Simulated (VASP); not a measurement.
# MgO: single point with r2SCAN

Crystal: MgO.

```xyz
4
Lattice="3.4841 0.0000 0.0000 -1.7420 3.0173 0.0000 0.0000 0.0000 4.1853" Properties=species:S:1:pos:R:3 pbc="T T T"
Mg    1.7420    1.0058    3.1390
Mg    0.0000    2.0115    1.0463
O     1.7420    1.0058    1.0463
O     0.0000    2.0115    3.1390
```

| Item | Value |
| --- | --- |
| Program | VASP 6.6.1 |
| Task | single point |
| Functional | r2SCAN |
| Potentials or basis | VASP PAW PBE potentials, release 64 (Mg_sv, O) |
| Cutoff | 660 eV |
| k mesh | 12 × 12 × 6 |
| Occupations | gaussian, width 0.01 eV |
| Spin | no spin polarisation |

```json
{
  "Pressure": "-0.2 GPa",
  "Band gap on the k mesh": "4.11 eV, direct"
}
```

Levels at points of the mesh, in eV from the valence-band top:
| k point | band 13 | band 14 | band 15 | band 16 | band 17 | band 18 | band 19 | band 20 |
| --- | --- | --- | --- | --- | --- | --- | --- | --- |
| (0.00, 0.00, 0.00) | -1.76 | -0.84 | -0.84 | 0.00 | 4.11 | 10.46 | 13.17 | 13.51 |
| (0.50, 0.00, 0.00) | -2.36 | -1.96 | -1.30 | -0.54 | 7.67 | 10.07 | 10.62 | 13.38 |
| (0.00, 0.00, 0.50) | -1.32 | -1.32 | -1.32 | -1.32 | 7.16 | 7.16 | 13.89 | 13.89 |
| (0.50, 0.00, 0.50) | -1.55 | -1.55 | -0.83 | -0.83 | 8.04 | 8.04 | 13.07 | 13.07 |

Run time: 2.7 min on 1 thread of Intel(R) Xeon(R) 6975P-C (Granite Rapids), with other jobs on the host, peak memory 0.23 GiB.

Caveat: the PAW data sets were made with another functional, which shifts forces and pressure a little. A k mesh can miss the band edges.
